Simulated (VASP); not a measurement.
The system is MnS.

```
Mn S
1.0
     0.00000    5.20900    5.20900
     2.60450    0.00000    2.60450
     2.60450    2.60450    0.00000
Mn S
2 2
Cartesian
  0.0000 0.0000 0.0000
  0.0000 2.6045 2.6045
  2.6045 2.6045 2.6045
  2.6045 5.2090 5.2090
```

Base run:

```yaml
Program: VASP 6.6.1
Functional: PBE
Potentials_or_basis: VASP PAW PBE potentials, release 64 (Mn_pv, S)
Cutoff: 520 eV
k_mesh: 4 × 8 × 8
Occupations: fermi-dirac, width 0.05 eV
Spin: collinear spin, ferromagnetic start
Starting_moments: "[4.5, 4.5, 0.0, 0.0] μB"
```

Its results: pressure -3.2 GPa; net moment 9.38 μB per cell; site moments Mn +4.25; S +0.10 μB.

Question: The run is repeated on the same cell with these changes: further incar settings from ALGO = Normal; EDIFF = 1e-07; NBANDS = 31 to ALGO = Normal; EDIFF = 1e-06; NBANDS = 31; hubbard terms from none to Mn d U = 4.0 eV. What comes out?

Answer: Pressure 4.3 GPa; net moment 10.00 μB per cell; site moments Mn +4.59; S +0.09 μB.

Caveats: only a ferromagnetic start was run, and an antiferromagnetic order may lie lower in energy; the cell stands under tension (at least some runs); the cell stands under pressure (at least some runs).
